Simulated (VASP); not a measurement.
Set up this calculation in VASP 6.6.1, as the native input.

```
Task                   : single point
Functional             : PBE
Potentials or basis    : VASP PAW PBE potentials, release 64 (Ca_sv, Sn_d, N)
Cutoff                 : 520 eV
k mesh                 : 12 × 12 × 2
Occupations            : gaussian, width 0.1 eV
Spin                   : no spin polarisation
Dipole correction      : no
Further INCAR settings : ALGO = Normal; EDIFF = 1e-06; NBANDS = 51
```

The structure of Ca3Sn3N2 lies in POSCAR:

```
Ca3Sn3N2
1.0
    3.6099349355      0.0000000000      0.0000000000
   -1.8049674677      3.1262953601      0.0000000000
    0.0000000000      0.0000000000     16.0189867115
Ca Sn N
3 3 2
Direct
    0.0000000000      0.0000000000      0.0000000000
    0.6666666667      0.3333333333      0.1629712969
    0.3333333333      0.6666666667      0.8370287031
    0.3333333333      0.6666666667      0.3497646268
    0.0000000000      0.0000000000      0.5000000000
    0.6666666667      0.3333333333      0.6502353732
    0.6666666667      0.3333333333      0.9025355910
    0.3333333333      0.6666666667      0.0974644090
```

One way to write it, as run:

INCAR

```
  PREC = Accurate
  ENCUT = 520
  EDIFF = 1E-6
  ISMEAR = 0
  SIGMA = 0.1
  LREAL = False
  LASPH = True
  NELM = 100
  ALGO = Normal
  ISIF = 2
  LWAVE = False
  LCHARG = False
  GGA = PE
  NBANDS = 51
```

KPOINTS

```
regular mesh
0
Gamma
  12 12 2
```

Potentials or basis: VASP PAW PBE potentials, release 64 (Ca_sv, Sn_d, N).

Command:

```sh
$ cat potpaw_PBE.64/Ca_sv/POTCAR potpaw_PBE.64/Sn_d/POTCAR potpaw_PBE.64/N/POTCAR > POTCAR
$ mpirun -np 1 vasp_std > vasp.out
```

It gave:

```
Pressure               : 0.2 GPa
Largest force          : 0.042 eV/Å
Band gap on the k mesh : zero (bands 41 and 42 overlap by 4.14 eV)
```

Caveat: spin-orbit coupling is left out, which moves the levels of the heavy elements.

Run time: 5.5 min on 1 thread of AMD EPYC 9R45 96-Core Processor (Zen 5), with other jobs on the host, peak memory 0.45 GiB.
